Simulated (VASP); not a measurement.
# Sb (P6_3/mmc) in VASP: notebook

Sb is run at these levels: revPBE+D3(BJ), revPBE+D4; tasks: single point.

Everything below comes from runs of VASP 6.6.1. Logs are shortened: lines on timing, memory, paths and dates and some standing lists are left out, and cuts for length are marked.

### 1 The cell of the first run

The structure is hexagonal, space group P6_3/mmc (No. 194). The conventional cell has a = 3.292 Å, b = 3.292 Å, c = 5.368 Å, α = 90.00°, β = 90.00°, γ = 120.00°. Within 4.3 Å of Sb (site symmetry -6m2) lie 12 Sb at 3.29 Å.

### 2 Single point, revPBE+D3(BJ)

Input file INCAR:

```
SYSTEM = Sb
PREC     = Accurate       ! precision mode
ENCUT    = 520            ! plane-wave cutoff, eV
EDIFF    = 1E-6           ! SCF threshold, eV
ISMEAR   = -1             ! smearing method
SIGMA    = 0.05           ! smearing width, eV
LREAL    = .FALSE.        ! projectors in reciprocal space
LASPH    = .TRUE.         ! aspherical terms in the spheres
NELM     = 60             ! most SCF steps
ALGO     = Normal         ! electronic algorithm
ISIF     = 2              ! what is computed and relaxed
LWAVE    = .FALSE.        ! write WAVECAR
LCHARG   = .FALSE.        ! write CHGCAR
GGA      = RE             ! functional
IVDW     = 12             ! dispersion correction
NBANDS   = 12             ! bands
```

Input file KPOINTS:

```
Automatic mesh
0
G
  9 9 5
  0 0 0
```

Input file POSCAR:

```
Sb
1.0
    3.2916943220      0.0000000000      0.0000000000
   -1.6458471610      2.8506909043      0.0000000000
    0.0000000000      0.0000000000      5.3683707196
Sb
2
Direct
    0.6666666667      0.3333333333      0.7500000000
    0.3333333333      0.6666666667      0.2500000000
```

Potentials or basis: VASP PAW PBE potentials, release 64 (Sb).

Launch:

```bash
$ cat potpaw_PBE.64/Sb/POTCAR > POTCAR
$ mpirun -np 1 vasp_std > vasp.out
```

OUTCAR:

```text
SYSTEM = Sb
   PREC = Accurate
   ENCUT = 520
   EDIFF = 1E-6
   ISMEAR = -1
   LREAL = .FALSE.
   LASPH = .TRUE.
   NELM = 60
   ISIF = 2
   GGA = RE
   IVDW = 12
 IVDW          = 12

 ion  position               nearest neighbor table
   1  0.667  0.333  0.750-   2 3.29   2 3.29   2 3.29   2 3.29   2 3.29   2 3.29
   2  0.333  0.667  0.250-   1 3.29   1 3.29   1 3.29   1 3.29   1 3.29   1 3.29

  LATTYP: Found a hexagonal cell.
 ALAT       =     3.2916943220
 C/A-ratio  =     1.6308837317

  Lattice vectors:

 A1 = (   3.2916943220,   0.0000000000,   0.0000000000)
 A2 = (  -1.6458471610,   2.8506909043,   0.0000000000)
 A3 = (   0.0000000000,   0.0000000000,   5.3683707196)

Analysis of symmetry for initial positions (statically):
=====================================================================
 Subroutine PRICEL returns:
 Original cell was already a primitive cell.

 Routine SETGRP: Setting up the symmetry group for a
 hexagonal supercell.

 Subroutine GETGRP returns: Found 24 space group operations
 (whereof 12 operations were pure point group operations)
 out of a pool of 24 trial point group operations.

The static configuration has the point symmetry D_3d.
 The point group associated with its full space group is D_6h.

Analysis of symmetry for dynamics (positions and initial velocities):
=====================================================================
 Subroutine PRICEL returns:
 Original cell was already a primitive cell.

 Routine SETGRP: Setting up the symmetry group for a
 hexagonal supercell.

 Subroutine GETGRP returns: Found 24 space group operations
 (whereof 12 operations were pure point group operations)
 out of a pool of 24 trial point group operations.

The dynamic configuration has the point symmetry D_3d.
 The point group associated with its full space group is D_6h.

 Subroutine INISYM returns: Found 24 space group operations
 (whereof 12 operations are pure point group operations),
 and found     1 'primitive' translations

----------------------------------------------------------------------------------------

                                     Primitive cell

  volume of cell :      50.3747

  direct lattice vectors                    reciprocal lattice vectors
     3.291694322  0.000000000  0.000000000     0.303794916  0.175396077  0.000000000
    -1.645847161  2.850690904  0.000000000     0.000000000  0.350792153  0.000000000
     0.000000000  0.000000000  5.368370720     0.000000000  0.000000000  0.186276256

  length of vectors
     3.291694322  3.291694322  5.368370720     0.350792153  0.350792153  0.186276256

  position of ions in fractional coordinates (direct lattice)
     0.666666667  0.333333333  0.750000000
     0.333333333  0.666666667  0.250000000

  ion indices of the primitive-cell ions
   primitive index   ion index
                 1           1
                 2           2

----------------------------------------------------------------------------------------

 KPOINTS: Automatic mesh

Automatic generation of k-mesh.
 Grid dimensions read from file:
 generate k-points for:    9    9    5

 Generating k-lattice:

  Cartesian coordinates                     Fractional coordinates (reciprocal lattice)
     0.033754991  0.019488453  0.000000000     0.111111111 -0.000000000  0.000000000
     0.000000000  0.038976906  0.000000000     0.000000000  0.111111111  0.000000000
     0.000000000  0.000000000  0.037255251     0.000000000  0.000000000  0.200000000

  Length of vectors
     0.038976906  0.038976906  0.037255251

  Shift w.r.t. Gamma in fractional coordinates (k-lattice)
     0.000000000  0.000000000  0.000000000

 Subroutine IBZKPT returns following result:
 ===========================================

 Found     36 irreducible k-points:

 Following reciprocal coordinates:
            Coordinates               Weight
  0.000000  0.000000  0.000000      1.000000
  0.111111 -0.000000  0.000000      6.000000
  0.222222 -0.000000  0.000000      6.000000
  0.333333 -0.000000  0.000000      6.000000
  0.444444 -0.000000  0.000000      6.000000
  0.111111  0.111111  0.000000      6.000000
[... 16 lines left out ...]
  0.333333  0.222222  0.200000     24.000000
  0.333333  0.333333  0.200000      4.000000
 [... further k-points ...]
   k-points           NKPTS =     36   k-points in BZ     NKDIM =     36   number of bands    NBANDS=     12
   number of dos      NEDOS =    301   number of ions     NIONS =      2
   total plane-waves  NPLWV =  23040
   dimension x,y,z NGX =    24 NGY =   24 NGZ =   40
   dimension x,y,z NGXF=    48 NGYF=   48 NGZF=   80
   ions per type =               2
   NGX,Y,Z   is equivalent  to a cutoff of  12.12, 12.12, 12.39 a.u.
   NGXF,Y,Z  is equivalent  to a cutoff of  24.24, 24.24, 24.77 a.u.
 SYSTEM =  Sb
   PREC   = accura    normal or accurate (medium, high low for compatibility)
   ISTART =      0    job   : 0-new  1-cont  2-samecut
   ICHARG =      2    charge: 1-file 2-atom 10-const
   ISPIN  =      1    spin polarized calculation?
   LNONCOLLINEAR =      F non collinear calculations
   LSORBIT =      F    spin-orbit coupling
   LASPH  =      T    aspherical Exc in radial PAW
   ENCUT  =  520.0 eV  38.22 Ry    6.18 a.u.   6.12  6.12  9.98*2*pi/ulx,y,z
   NELM   =     60;   NELMIN=  2; NELMDL= -5     # of ELM steps
   EDIFF  = 0.1E-05   stopping-criterion for ELM
   LREAL  =      F    real-space projection
   EDIFFG = 0.1E-04   stopping-criterion for IOM
   NSW    =      0    number of steps for IOM
   IBRION =     -1    ionic relax: 0-MD 1-quasi-New 2-CG
   NFREE  =      0    steps in history (QN), initial steepest desc. (CG)
   ISIF   =      2    stress and relaxation
   ISYM   =      2    0-nonsym 1-usesym 2-fastsym
   POTIM  = 0.5000    time-step for ionic-motion
   TEBEG  =    0.0;   TEEND  =   0.0 temperature during run
   PSTRESS=    0.0 pullay stress
   NELECT =      10.0000    total number of electrons
   NUPDOWN=      -1.0000    fix difference up-down
   EMIN   =  10.00;   EMAX   =-10.00  energy-range for DOS
   EFERMI =   0.00;   METHOD = LEGACY
   ISMEAR =    -1;   SIGMA  =   0.05  broadening in eV -4-tet -1-fermi 0-gaus
   EFERMI_NEDOS =   21; number of points for ismear=-14 and -15
   IALGO  =     38    algorithm
   IMIX   =      4    mixing-type and parameters
     AMIX     =   0.40;   BMIX     =  1.00
     AMIX_MAG =   1.60;   BMIX_MAG =  1.00
  volume/ion in A,a.u.               =      25.19       169.97
  Fermi-wavevector in a.u.,A,eV,Ry     =   0.955002  1.804691 12.408896  0.912028
  Thomas-Fermi vector in A             =   2.083800
   LORBIT       =      0    0 simple, 1 ext, 2 COOP (PROOUT), +10 PAW based schemes
   GGA     = RE    functional components
   LHFCALC =     F    Hartree Fock is set to
   AEXX    =    0.0000 exact exchange contribution
   IVDW    =    12    specifies the selected vdW correction
   LEPSILON=     F    determine dielectric tensor
   LRPA    =     F    only Hartree local field effects (RPA)
 non-spin polarized calculation
  energy-cutoff  :      520.00
  volume of cell :       50.37
 maximum number of plane-waves:      1366
   NGX = 13   NGY = 13   NGZ = 19

 number of electron      10.0000000 magnetization

 Free energy of the ion-electron system (eV)
  ---------------------------------------------------
  ext. energy  EPLUGINS =         0.00000000
  ---------------------------------------------------
  free energy    TOTEN  =        -6.98646172 eV

  energy without entropy =       -6.97739393  energy(sigma->0) =       -6.98192783

 E-fermi :   9.4057     XC(G=0): -10.5033

 val. band max:        9.3698402350   @ k =   0.2222  -0.0000   0.4000
 cond. band min:       9.4985651139   @ k =   0.1111   0.1111   0.0000
 fundamental gap:      0.1287248789
 Fermi energy:         9.4056704948

 k-point     1 :       0.0000    0.0000    0.0000
  band No.  band energies     occupation
      1      -3.9676      2.00000
      2       0.1994      2.00000
      3       3.2286      2.00000
      4      13.3890      0.00000
      5      13.3890      0.00000
      6      15.1625      0.00000
      7      15.1625      0.00000
      8      15.4665      0.00000
      9      17.4661      0.00000
     10      18.4810      0.00000
     11      19.6932      0.00000
     12      19.6932      0.00000

 k-point     2 :       0.1111   -0.0000    0.0000
  band No.  band energies     occupation
      1      -3.7365      2.00000
      2       0.4058      2.00000
      3       3.4692      2.00000
      4      11.3325      0.00000
      5      12.5728      0.00000
      6      14.0182      0.00000
      7      15.1828      0.00000
      8      15.3080      0.00000
      9      17.2151      0.00000
     10      18.9079      0.00000
     11      19.4123      0.00000
     12      19.8183      0.00000

 k-point     3 :       0.2222   -0.0000    0.0000
  band No.  band energies     occupation
      1      -3.0469      2.00000
      2       1.0001      2.00000
      3       4.1801      2.00000
      4       8.2532      2.00000
      5      11.3634      0.00000
      6      11.6359      0.00000
      7      13.8369      0.00000
      8      14.7539      0.00000
      9      15.4726      0.00000
     10      18.1210      0.00000
     11      19.2388      0.00000
     12      19.7515      0.00000
[... 286 lines left out ...]
 k-point    23 :       0.3333    0.2222    0.2000
  band No.  band energies     occupation
      1       0.3014      2.00000
      2       1.8488      2.00000
      3       4.7695      2.00000
      4       5.9335      2.00000
      5       6.8831      2.00000
      6       8.7493      2.00000
      7       9.3256      1.66455
      8      11.1779      0.00000
      9      14.7456      0.00000
     10      18.8448      0.00000
     11      19.2423      0.00000
     12      20.9672      0.00000

 k-point    24 :       0.3333    0.3333    0.2000
  band No.  band energies     occupation
      1       1.3973      2.00000
      2       1.3973      2.00000
      3       4.8954      2.00000
      4       6.0655      2.00000
      5       6.0655      2.00000
      6       7.6796      2.00000
      7      10.2373      0.00000
      8      10.2373      0.00000
      9      13.9254      0.00000
     10      20.2278      0.00000
     11      20.2278      0.00000
     12      21.9449      0.00000

 [... further k-points ...]

------------------------ aborting loop because EDIFF is reached ----------------------------------------

 Edisp (eV)   -2.10373

 E8    (eV) :    -1.5082

  FORCE on cell =-STRESS in cart. coord.  units (eV):
  Direction    XX          YY          ZZ          XY          YZ          ZX
  --------------------------------------------------------------------------------------
  -------------------------------------------------------------------------------------
  Total      -0.07714    -0.07714    -0.05212     0.00000     0.00000     0.00000
  in kB      -2.45333    -2.45333    -1.65761     0.00000     0.00000     0.00000
  external pressure =       -2.19 kB  Pullay stress =        0.00 kB

 VOLUME and BASIS-vectors are now :
 -----------------------------------------------------------------------------
  energy-cutoff  :      520.00
  volume of cell :       50.37
      direct lattice vectors                 reciprocal lattice vectors
     3.291694322  0.000000000  0.000000000     0.303794916  0.175396077  0.000000000
    -1.645847161  2.850690904  0.000000000     0.000000000  0.350792153  0.000000000
     0.000000000  0.000000000  5.368370720     0.000000000  0.000000000  0.186276256

 POSITION                                       TOTAL-FORCE (eV/Angst)
 -----------------------------------------------------------------------------------
      1.64585      0.95023      4.02628         0.000000     -0.000000      0.000000
     -0.00000      1.90046      1.34209        -0.000000      0.000000      0.000000
 -----------------------------------------------------------------------------------
    total drift:                               -0.000000      0.000000      0.000000

  FREE ENERGIE OF THE ION-ELECTRON SYSTEM (eV)
  ---------------------------------------------------
  free  energy   TOTEN  =        -9.0901944592 eV

  energy  without entropy=       -9.0811266731  energy(sigma->0) =       -9.08566057
```

It took 6.4 s on 1 thread of Intel Xeon 6975P-C (Granite Rapids), shared host; peak memory 0.17 GiB.

Results:

```
Free energy                : -9.0902 eV
Pressure                   : -0.2 GPa
Band gap on the k mesh     : zero (band 5 reaches 13.99 eV, above the bottom of band 6 at 6.51 eV)
Dispersion energy per atom : -1.052 eV
```

Caveat: the PAW data sets were made with another functional, which shifts forces and pressure a little; spin-orbit coupling is left out, which moves the levels of the heavy elements; pairwise dispersion overbinds metals, which lowers pressure and volume.

### 3 Single point, revPBE+D4

This run uses another cell than the first one, of 25.55 Å³/atom, 1.015 times its volume.

Input file INCAR:

```
PREC = Accurate ; ENCUT = 520
EDIFF = 1E-6 ; ISMEAR = -1
SIGMA = 0.05 ; LREAL = False
LASPH = True ; NELM = 100
ALGO = Normal ; ISIF = 2
LWAVE = False ; LCHARG = True
GGA = RE ; IVDW = 13
LELF = True ; LVHAR = True
NBANDS = 12
```

Input file KPOINTS:

```
Automatic mesh
0
Gamma
  9 9 5
```

Input file POSCAR:

```
Sb
1.0
    3.3085130540      0.0000000000      0.0000000000
   -1.6542565270      2.8652563535      0.0000000000
    0.0000000000      0.0000000000      5.3913115860
Sb
2
Direct
    0.6666666667      0.3333333333      0.7500000000
    0.3333333333      0.6666666667      0.2500000000
```

Potentials or basis: VASP PAW PBE potentials, release 64 (Sb).

Launch:

```bash
$ cat potpaw_PBE.64/Sb/POTCAR > POTCAR
$ mpirun -np 1 vasp_std > vasp.out
```

Wall time 10 s (1 thread of Intel Xeon 6975P-C (Granite Rapids), shared host); peak memory 0.17 GiB.

The run converged. Its results:

- Free energy: -8.8911 eV
- Pressure: -0.2 GPa
- Band gap on the k mesh: zero (band 5 reaches 13.70 eV, above the bottom of band 6 at 6.37 eV)
- Dispersion energy per atom: -0.939 eV

Levels at points of the mesh, in eV from the Fermi level:
```csv
k point,band 2,band 3,band 4,band 5,band 6,band 7,band 8,band 9
"(0.00, 0.00, 0.00)",-9.16,-6.08,3.90,3.90,5.65,5.65,5.96,7.98
```

Caveat: the PAW data sets were made with another functional, which shifts forces and pressure a little; spin-orbit coupling is left out, which moves the levels of the heavy elements; pairwise dispersion overbinds metals, which lowers pressure and volume.
